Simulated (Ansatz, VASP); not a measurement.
## One calculation of Hf, two programs

```
Hf
1.0
     0.00000    3.34465    3.34465
     3.34465    0.00000    3.34465
     3.34465    3.34465    0.00000
Hf
2
Direct
  0.12500 0.12500 0.12500
  0.87500 0.87500 0.87500
```

Alike in both runs: functional BLYP; k mesh 9 × 9 × 9; occupations fermi-dirac, width 0.1 eV; no spin polarisation.

Ansatz relaxed the structure, and its values are those at the end. VASP's run is a single point on that final structure, the one shown.

```csv
,VASP,Ansatz
version,VASP 6.6.1,Ansatz 0.2.0
potentials or method,"VASP PAW PBE potentials, release 64 (Hf_pv), cutoff 520 eV","plane waves (420 eV) with PAW, scalar-relativistic"
valence electrons in the cell,20,52
```

|  | VASP | Ansatz | Ansatz less VASP |
| --- | --- | --- | --- |
| pressure (GPa) | 0.0 | 0.0 | +0.09 |

VASP's potentials were made for PBE, not for BLYP. VASP's potentials hold 20 valence electrons a cell and Ansatz's 52, so a difference there can come from the potentials and not from the codes.

Neither program's run includes spin-orbit coupling.
